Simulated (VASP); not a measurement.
# AlCu3 (R-3m) in VASP: notebook, part 2 of 2

VASP 6.6.1. Earlier steps stand in the parts before.

### 3 Single point, LDA (11.10 Å³/atom)

The input, INCAR:

```
PREC = Accurate ; ENCUT = 520
EDIFF = 1E-6 ; ISMEAR = 0
SIGMA = 0.15 ; LREAL = F
LASPH = T ; NELM = 80
ALGO = Fast ; ISIF = 2
LWAVE = F ; LCHARG = F
GGA = CA ; NBANDS = 26
```

The input, KPOINTS:

```
regular mesh
0
Gamma
  14 14 14
```

The input, POSCAR:

```
AlCu3
1.0
   -0.2230296345      2.7038684563      2.7038684563
    2.7038684563     -0.2230296345      2.7038684563
    2.7038684563      2.7038684563     -0.2230296345
Al Cu
1 3
Direct
    0.0000000000      0.0000000000      0.0000000000
    0.5000000000      0.5000000000      0.5000000000
    0.2500000000      0.2500000000      0.2500000000
    0.7500000000      0.7500000000      0.7500000000
```

Potentials or basis: VASP PAW LDA potentials, release 64 (Al, Cu).

The run is started by

```
> cat potpaw_LDA.64/Al/POTCAR potpaw_LDA.64/Cu/POTCAR > POTCAR
> mpirun -np 1 vasp_std > vasp.out
```

OUTCAR:

```text
PREC = Accurate
   ENCUT = 520
   EDIFF = 1E-6
   ISMEAR = 0
   LREAL = F
   LASPH = T
   NELM = 80
   ISIF = 2
   GGA = CA

 ion  position               nearest neighbor table
   1  0.000  0.000  0.000-   3 2.25   4 2.25   4 2.50   4 2.50   3 2.50   3 2.50   4 2.50   3 2.50
                             2 2.82   2 2.82   2 2.82   2 2.82   2 2.82   2 2.82
   2  0.500  0.500  0.500-   3 2.25   4 2.25   3 2.50   3 2.50   4 2.50   4 2.50   3 2.50   4 2.50
                             1 2.82   1 2.82   1 2.82   1 2.82   1 2.82   1 2.82
   3  0.250  0.250  0.250-   1 2.25   2 2.25   1 2.50   1 2.50   2 2.50   2 2.50   1 2.50   2 2.50

   4  0.750  0.750  0.750-   1 2.25   2 2.25   2 2.50   2 2.50   1 2.50   1 2.50   2 2.50   1 2.50

  LATTYP: Found a trigonal (rhomboedric) cell.
 ALAT       =     3.8303461300
 COS(alpha) =     0.4160990780

  Lattice vectors:

 A1 = (  -0.2230296345,   2.7038684563,   2.7038684563)
 A2 = (   2.7038684563,  -0.2230296345,   2.7038684563)
 A3 = (   2.7038684563,   2.7038684563,  -0.2230296345)

Analysis of symmetry for initial positions (statically):
=====================================================================
 Subroutine PRICEL returns:
 Original cell was already a primitive cell.

 Routine SETGRP: Setting up the symmetry group for a
 trigonal (rhombohedral) supercell.

 Subroutine GETGRP returns: Found 12 space group operations
 (whereof 12 operations were pure point group operations)
 out of a pool of 12 trial point group operations.

The static configuration has the point symmetry D_3d.

Analysis of symmetry for dynamics (positions and initial velocities):
=====================================================================
 Subroutine PRICEL returns:
 Original cell was already a primitive cell.

 Routine SETGRP: Setting up the symmetry group for a
 trigonal (rhombohedral) supercell.

 Subroutine GETGRP returns: Found 12 space group operations
 (whereof 12 operations were pure point group operations)
 out of a pool of 12 trial point group operations.

The dynamic configuration has the point symmetry D_3d.

 Subroutine INISYM returns: Found 12 space group operations
 (whereof 12 operations are pure point group operations),
 and found     1 'primitive' translations

----------------------------------------------------------------------------------------

                                     Primitive cell

  volume of cell :      44.4160

  direct lattice vectors                    reciprocal lattice vectors
    -0.223029634  2.703868456  2.703868456    -0.163480782  0.178177851  0.178177851
     2.703868456 -0.223029634  2.703868456     0.178177851 -0.163480782  0.178177851
     2.703868456  2.703868456 -0.223029634     0.178177851  0.178177851 -0.163480782

  length of vectors
     3.830346130  3.830346130  3.830346130     0.300367540  0.300367540  0.300367540

  position of ions in fractional coordinates (direct lattice)
     0.000000000  0.000000000  0.000000000
     0.500000000  0.500000000  0.500000000
     0.250000000  0.250000000  0.250000000
     0.750000000  0.750000000  0.750000000

  ion indices of the primitive-cell ions
   primitive index   ion index
                 1           1
                 2           2
[... 26 lines left out ...]

 Found    288 irreducible k-points:

 Following reciprocal coordinates:
            Coordinates               Weight
  0.000000  0.000000  0.000000      1.000000
  0.071429  0.000000  0.000000      6.000000
  0.142857  0.000000  0.000000      6.000000
  0.214286  0.000000 -0.000000      6.000000
  0.285714  0.000000  0.000000      6.000000
  0.357143  0.000000  0.000000      6.000000
[... 16 lines left out ...]
  0.214286  0.142857  0.000000     12.000000
  0.285714  0.142857  0.000000     12.000000
 [... further k-points ...]
   k-points           NKPTS =    288   k-points in BZ     NKDIM =    288   number of bands    NBANDS=     26
   number of dos      NEDOS =    301   number of ions     NIONS =      4
   total plane-waves  NPLWV =  21952
   dimension x,y,z NGX =    28 NGY =   28 NGZ =   28
   dimension x,y,z NGXF=    56 NGYF=   56 NGZF=   56
   ions per type =               1   3
   NGX,Y,Z   is equivalent  to a cutoff of  12.15, 12.15, 12.15 a.u.
   NGXF,Y,Z  is equivalent  to a cutoff of  24.31, 24.31, 24.31 a.u.
 SYSTEM =  unknown system
   PREC   = accura    normal or accurate (medium, high low for compatibility)
   ISTART =      0    job   : 0-new  1-cont  2-samecut
   ICHARG =      2    charge: 1-file 2-atom 10-const
   ISPIN  =      1    spin polarized calculation?
   LNONCOLLINEAR =      F non collinear calculations
   LSORBIT =      F    spin-orbit coupling
   LASPH  =      T    aspherical Exc in radial PAW
   ENCUT  =  520.0 eV  38.22 Ry    6.18 a.u.   7.12  7.12  7.12*2*pi/ulx,y,z
   NELM   =     80;   NELMIN=  2; NELMDL= -5     # of ELM steps
   EDIFF  = 0.1E-05   stopping-criterion for ELM
   LREAL  =      F    real-space projection
   EDIFFG = 0.1E-04   stopping-criterion for IOM
   NSW    =      0    number of steps for IOM
   IBRION =     -1    ionic relax: 0-MD 1-quasi-New 2-CG
   NFREE  =      0    steps in history (QN), initial steepest desc. (CG)
   ISIF   =      2    stress and relaxation
   ISYM   =      2    0-nonsym 1-usesym 2-fastsym
   POTIM  = 0.5000    time-step for ionic-motion
   TEBEG  =    0.0;   TEEND  =   0.0 temperature during run
   PSTRESS=    0.0 pullay stress
   NELECT =      36.0000    total number of electrons
   NUPDOWN=      -1.0000    fix difference up-down
   EMIN   =  10.00;   EMAX   =-10.00  energy-range for DOS
   EFERMI =   0.00;   METHOD = LEGACY
   ISMEAR =     0;   SIGMA  =   0.15  broadening in eV -4-tet -1-fermi 0-gaus
   EFERMI_NEDOS =   21; number of points for ismear=-14 and -15
   IALGO  =     68    algorithm
   IMIX   =      4    mixing-type and parameters
     AMIX     =   0.40;   BMIX     =  1.00
     AMIX_MAG =   1.60;   BMIX_MAG =  1.00
  volume/ion in A,a.u.               =      11.10        74.93
  Fermi-wavevector in a.u.,A,eV,Ry     =   1.526379  2.884439 31.699320  2.329834
  Thomas-Fermi vector in A             =   2.634421
   LORBIT       =      0    0 simple, 1 ext, 2 COOP (PROOUT), +10 PAW based schemes
   GGA     = CA    functional components
   LHFCALC =     F    Hartree Fock is set to
   AEXX    =    0.0000 exact exchange contribution
   IVDW    =     0    specifies the selected vdW correction
   LEPSILON=     F    determine dielectric tensor
   LRPA    =     F    only Hartree local field effects (RPA)
 non-spin polarized calculation
 RMM-DIIS sequential band-by-band and
 Gauss-broadening in eV      SIGMA  =   0.15
  energy-cutoff  :      520.00
  volume of cell :       44.42
 maximum number of plane-waves:      1223
   NGX = 15   NGY = 15   NGZ = 15

 number of electron      35.9999932 magnetization

 Free energy of the ion-electron system (eV)
  ---------------------------------------------------
  ext. energy  EPLUGINS =         0.00000000
  ---------------------------------------------------
  free energy    TOTEN  =       -18.53984118 eV

  energy without entropy =      -18.52864728  energy(sigma->0) =      -18.53424423

 E-fermi :   9.6124     XC(G=0): -13.0681

 val. band max:        9.6022173929   @ k =  -0.2143   0.4286   0.0714
 cond. band min:       9.6208816731   @ k =   0.2143   0.0714   0.0000
 fundamental gap:      0.0186642801
 Fermi energy:         9.6123686613

 k-point     1 :       0.0000    0.0000    0.0000
  band No.  band energies     occupation
      1      -1.6894      2.00000
      2       4.2704      2.00000
      3       4.2704      2.00000
      4       4.3770      2.00000
      5       4.3770      2.00000
      6       4.4863      2.00000
[... 685 lines left out ...]
     25      18.2955      0.00000
     26      20.5559      0.00000

 [... further k-points ...]

------------------------ aborting loop because EDIFF is reached ----------------------------------------

  FORCE on cell =-STRESS in cart. coord.  units (eV):
  Direction    XX          YY          ZZ          XY          YZ          ZX
  --------------------------------------------------------------------------------------
  -------------------------------------------------------------------------------------
  Total        3.3988814      3.3988814      3.3988814      4.1668496      4.1668496      4.1668496
  in kB      122.6047099    122.6047099    122.6047099    150.3069144    150.3069144    150.3069144
  external PRESSURE =     122.6047099 kB  Pullay stress =       0.0000000 kB

 VOLUME and BASIS-vectors are now :
 -----------------------------------------------------------------------------
  energy-cutoff  :      520.00
  volume of cell :       44.42
      direct lattice vectors                 reciprocal lattice vectors
    -0.223029634  2.703868456  2.703868456    -0.163480782  0.178177851  0.178177851
     2.703868456 -0.223029634  2.703868456     0.178177851 -0.163480782  0.178177851
     2.703868456  2.703868456 -0.223029634     0.178177851  0.178177851 -0.163480782

 POSITION                                       TOTAL-FORCE (eV/Angst)
 -----------------------------------------------------------------------------------
      0.00000      0.00000      0.00000         0.000000     -0.000000      0.000000
      2.59235      2.59235      2.59235         0.000000      0.000000      0.000000
      1.29618      1.29618      1.29618        -0.037554     -0.037554     -0.037554
      3.88853      3.88853      3.88853         0.037554      0.037554      0.037554
 -----------------------------------------------------------------------------------
    total drift:                                0.000000      0.000000      0.000000

  FREE ENERGIE OF THE ION-ELECTRON SYSTEM (eV)
  ---------------------------------------------------
  free  energy   TOTEN  =       -18.5398411757 eV

  energy  without entropy=      -18.5286472752  energy(sigma->0) =      -18.53424423
```

Run time: 2.5 min. Hardware: 1 thread of Intel Xeon 6975P-C (Granite Rapids), shared host; peak memory 0.35 GiB.

Results:

```
Free energy            : -18.5398 eV
Pressure               : 12.3 GPa
Largest force          : 0.065 eV/Å
Band gap on the k mesh : zero (bands 18 and 19 overlap by 5.50 eV)
```

Forces in eV/Å, atoms in the order of the input:
```
Al   0.000  0.000  0.000
Cu   0.000  0.000  0.000
Cu  -0.038 -0.038 -0.038
Cu   0.038  0.038  0.038
```

Levels at points of the mesh, in eV from the Fermi level:
```csv
k point,band 16,band 17,band 18,band 19,band 20,band 21
"(0.00, 0.00, 0.00)",-2.73,3.32,3.32,3.83,4.04,4.04
"(0.50, 0.00, 0.00)",-2.70,-2.41,2.78,2.80,3.12,3.25
"(0.50, 0.50, 0.00)",-2.67,-2.48,-2.35,-1.73,1.55,3.30
"(0.50, 0.50, 0.50)",-2.67,-2.37,2.01,2.01,2.46,2.46
```

Caveat: the cell stands under pressure.

### 4 Single point, LDA (11.57 Å³/atom)

This run uses another cell than the first one, of 11.57 Å³/atom.

The input, INCAR:

```
SYSTEM = AlCu3
  PREC = Accurate
  ENCUT = 520
  EDIFF = 1E-6
  ISMEAR = 0
  SIGMA = 0.15
  LREAL = .False.
  LASPH = .True.
  NELM = 80
  ALGO = Fast
  ISIF = 2
  LWAVE = .False.
  LCHARG = .True.
  LELF = .True.
  LVHAR = .True.
  NBANDS = 26
```

The input, KPOINTS:

```
regular mesh
0
Gamma
  14 14 14
  0 0 0
```

The input, POSCAR:

```
AlCu3
1.0
    0.1163489466      2.9087236655      2.9087236655
    2.9087236655      0.1163489466      2.9087236655
    2.9087236655      2.9087236655      0.1163489466
Al Cu
1 3
Direct
    0.0000000000      0.0000000000      0.0000000000
    0.5000000000      0.5000000000      0.5000000000
    0.2500000000      0.2500000000      0.2500000000
    0.7500000000      0.7500000000      0.7500000000
```

The run is started by

```
> cat potpaw_LDA.64/Al/POTCAR potpaw_LDA.64/Cu/POTCAR > POTCAR
> mpirun -np 1 vasp_std > vasp.out
```

It took 3.7 min on 1 thread of Intel Xeon 6975P-C (Granite Rapids), shared host; peak memory 0.38 GiB.

Results (log left out):

- Free energy: -18.9763 eV
- Pressure: 1.3 GPa
- Band gap on the k mesh: zero (bands 18 and 19 overlap by 5.88 eV)

Forces on the atoms (eV/Å):
```
Al   0.000  0.000  0.000
Cu   0.000  0.000  0.000
Cu  -0.001 -0.001 -0.001
Cu   0.001  0.001  0.001
```

Stress tensor (GPa, compression positive):
```
 1.35 -4.29 -4.29
-4.29  1.35 -4.29
-4.29 -4.29  1.35
```

Levels at points of the mesh, in eV from the Fermi level:
| k point | band 16 | band 17 | band 18 | band 19 | band 20 | band 21 |
| --- | --- | --- | --- | --- | --- | --- |
| (0.00, 0.00, 0.00) | -2.65 | 3.06 | 3.69 | 4.06 | 4.06 | 4.45 |
| (0.50, 0.00, 0.00) | -2.60 | -2.31 | 2.38 | 2.67 | 2.76 | 2.95 |
| (0.50, 0.50, 0.00) | -2.51 | -2.44 | -2.25 | -1.98 | 1.81 | 2.69 |
| (0.50, 0.50, 0.50) | -2.63 | -2.33 | 3.03 | 3.03 | 3.32 | 3.32 |

### 5 Overview

```tsv
cell	gap on the mesh (eV)	pressure (GPa)	largest force (eV/Å)
a = 4.152 Å, angles 54.7°, 4 atoms	none	11.1	0.01
a = 3.830 Å, angles 65.4°, 4 atoms	none	12.3	0.07
a = 4.115 Å, angles 57.3°, 4 atoms	none	1.3	-
```

Alike in all rows: task single point; level LDA; potentials or basis VASP PAW LDA potentials, release 64 (Al, Cu); no spin polarisation; k mesh 14 × 14 × 14; cutoff (eV) 520; smearing gaussian 0.15 eV.

Caveats: the cell stands under pressure (at least some runs).

Absolute energies hang on the potentials; compare differences alone.
